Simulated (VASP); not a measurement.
# Ge (Fd-3m) in VASP: a series of runs, part 2 of 2

VASP 6.6.1. The steps go on from the part before.

### Step 6. Single point, PBE-based global hybrid

Contents of POSCAR:

```
Ge
1.0
    0.0000000000      2.8368735121      2.8368735121
    2.8368735121      0.0000000000      2.8368735121
    2.8368735121      2.8368735121      0.0000000000
Ge
2
Direct
    0.0000000000      0.0000000000      0.0000000000
    0.2500000000      0.2500000000      0.2500000000
```

Contents of INCAR.step1:

```
PREC = Accurate ; ENCUT = 520
EDIFF = 1E-5 ; ISMEAR = -1
SIGMA = 0.02 ; LREAL = False
LASPH = True ; NELM = 60
ALGO = Normal ; ISIF = 2
LWAVE = True ; LCHARG = False
NBANDS = 21 ; GGA = PE
```

Contents of INCAR.step2:

```
PREC = Accurate ; ENCUT = 520
EDIFF = 1E-6 ; ISMEAR = -1
SIGMA = 0.02 ; LREAL = False
LASPH = True ; NELM = 60
ALGO = Normal ; ISIF = 2
LWAVE = False ; LCHARG = False
GGA = PE ; LHFCALC = True
AEXX = 0.2 ; PRECFOCK = Normal
NBANDS = 21 ; ISTART = 1
```

Contents of KPOINTS:

```
Automatic mesh
0
Gamma
  4 4 4
```

Potentials or basis: VASP PAW PBE potentials, release 64 (Ge_d).

The run is started by

```bash
> cat potpaw_PBE.64/Ge_d/POTCAR > POTCAR
> cp INCAR.step1 INCAR
> mpirun -np 1 vasp_std > vasp.out
> cp INCAR.step2 INCAR
> mpirun -np 1 vasp_std > vasp.out
```

OUTCAR:

```text
PREC = Accurate
   ENCUT = 520
   EDIFF = 1E-6
   ISMEAR = -1
   LREAL = False
   LASPH = True
   NELM = 60
   ISIF = 2
   GGA = PE
   LHFCALC = True
   AEXX = 0.2
   PRECFOCK = Normal
   ISTART = 1

 ion  position               nearest neighbor table
   1  0.000  0.000  0.000-   2 2.46   2 2.46   2 2.46   2 2.46
   2  0.250  0.250  0.250-   1 2.46   1 2.46   1 2.46   1 2.46

  LATTYP: Found a face centered cubic cell.
 ALAT       =     5.6737470242

  Lattice vectors:

 A1 = (   0.0000000000,   2.8368735121,   2.8368735121)
 A2 = (   2.8368735121,   0.0000000000,   2.8368735121)
 A3 = (   2.8368735121,   2.8368735121,   0.0000000000)

Analysis of symmetry for initial positions (statically):
=====================================================================
 Subroutine PRICEL returns:
 Original cell was already a primitive cell.

 Routine SETGRP: Setting up the symmetry group for a
 face centered cubic supercell.
[... 153 lines left out ...]
  ---------------------------------------------------
  ext. energy  EPLUGINS =         0.00000000
  ---------------------------------------------------
  free energy    TOTEN  =       -10.93547464 eV

  energy without entropy =      -10.93547464  energy(sigma->0) =      -10.93547464

 E-fermi :   4.8440     XC(G=0):  -8.2043

 val. band max:        4.3782675028   @ k =   0.0000   0.0000   0.0000
 cond. band min:       5.6274725550   @ k =   0.0000   0.0000   0.0000
 fundamental gap:      1.2492050522
 Fermi energy:         4.8439743608

 k-point     1 :       0.0000    0.0000    0.0000
  band No.  band energies     occupation
      1     -22.9333      2.00000
      2     -22.9333      2.00000
      3     -22.9333      2.00000
      4     -22.8977      2.00000
      5     -22.8977      2.00000
      6     -22.6931      2.00000
[... 181 lines left out ...]
     20      16.9327      0.00000
     21      18.8466      0.00000

------------------------ aborting loop because EDIFF is reached ----------------------------------------

  FORCE on cell =-STRESS in cart. coord.  units (eV):
  Direction    XX          YY          ZZ          XY          YZ          ZX
  --------------------------------------------------------------------------------------
  -------------------------------------------------------------------------------------
  Total        0.2150837      0.2150837      0.2150837      0.0000000     -0.0000000      0.0000000
  in kB        7.5468923      7.5468923      7.5468923      0.0000000     -0.0000000      0.0000000
  external PRESSURE =       7.5468923 kB  Pullay stress =       0.0000000 kB

 VOLUME and BASIS-vectors are now :
 -----------------------------------------------------------------------------
  energy-cutoff  :      520.00
  volume of cell :       45.66
      direct lattice vectors                 reciprocal lattice vectors
     0.000000000  2.836873512  2.836873512    -0.176250368  0.176250368  0.176250368
     2.836873512  0.000000000  2.836873512     0.176250368 -0.176250368  0.176250368
     2.836873512  2.836873512  0.000000000     0.176250368  0.176250368 -0.176250368

 POSITION                                       TOTAL-FORCE (eV/Angst)
 -----------------------------------------------------------------------------------
      0.00000      0.00000      0.00000         0.000000      0.000000      0.000000
      1.41844      1.41844      1.41844        -0.000000     -0.000000     -0.000000
 -----------------------------------------------------------------------------------
    total drift:                               -0.000001     -0.000001     -0.000000

  FREE ENERGIE OF THE ION-ELECTRON SYSTEM (eV)
  ---------------------------------------------------
  free  energy   TOTEN  =       -10.9354746382 eV

  energy  without entropy=      -10.9354746382  energy(sigma->0) =      -10.93547464
```

OUTCAR.step1:

```text
PREC = Accurate
   ENCUT = 520
   EDIFF = 1E-5
   ISMEAR = -1
   LREAL = False
[... 397 lines left out ...]
      0.00000      0.00000      0.00000         0.000000     -0.000000      0.000000
      1.41844      1.41844      1.41844        -0.000000      0.000000     -0.000000
 -----------------------------------------------------------------------------------
    total drift:                                0.000000      0.000000      0.000000

  FREE ENERGIE OF THE ION-ELECTRON SYSTEM (eV)
  ---------------------------------------------------
  free  energy   TOTEN  =        -8.7589624619 eV

  energy  without entropy=       -8.7576223884  energy(sigma->0) =       -8.75829243
```

It took 12 min on 1 thread of AMD EPYC 9R45 (Zen 5), shared host; peak memory 0.14 GiB.

What came out:

```
Free energy            : -10.9355 eV
Pressure               : 0.8 GPa
Band gap on the k mesh : 1.25 eV, direct
```

Caveat: the k points lie up to 0.48 Å⁻¹ apart; the PAW data sets were made with another functional, which shifts forces and pressure a little. A k mesh can miss the band edges.

### Step 7. Overview

| level | k mesh | smearing | grid for exact exchange (PRECFOCK) | screening parameter | share of exact exchange | gap on the mesh (eV) | pressure (GPa) |
| --- | --- | --- | --- | --- | --- | --- | --- |
| r2SCAN | 6 × 6 × 6 | fermi-dirac 0.02 eV | - | - | - | 0.32 | 0.0 |
| r2SCAN | 6 × 6 × 6 | methfessel-paxton 0.2 eV | - | - | - | 0.32 | 0.0 |
| HSE06 | 4 × 4 × 4 | fermi-dirac 0.02 eV | Normal | 0.2079 1/Å | - | 0.85 | 0.5 |
| PBE-based screened hybrid | 4 × 4 × 4 | fermi-dirac 0.02 eV | Normal | 0.5 1/Å | 0.15 | 0.25 | 2.2 |
| PBE-based global hybrid | 4 × 4 × 4 | fermi-dirac 0.02 eV | Normal | - | 0.2 | 1.25 | 0.8 |

Alike in all rows: task single point; potentials or basis VASP PAW PBE potentials, release 64 (Ge_d); no spin polarisation; cell as given; cutoff (eV) 520.

Caveats: some runs use coarse meshes; the PAW data sets were made with another functional, which shifts forces and pressure a little.

Total energies depend on the potentials used, so only differences within one code and one set of settings carry meaning.
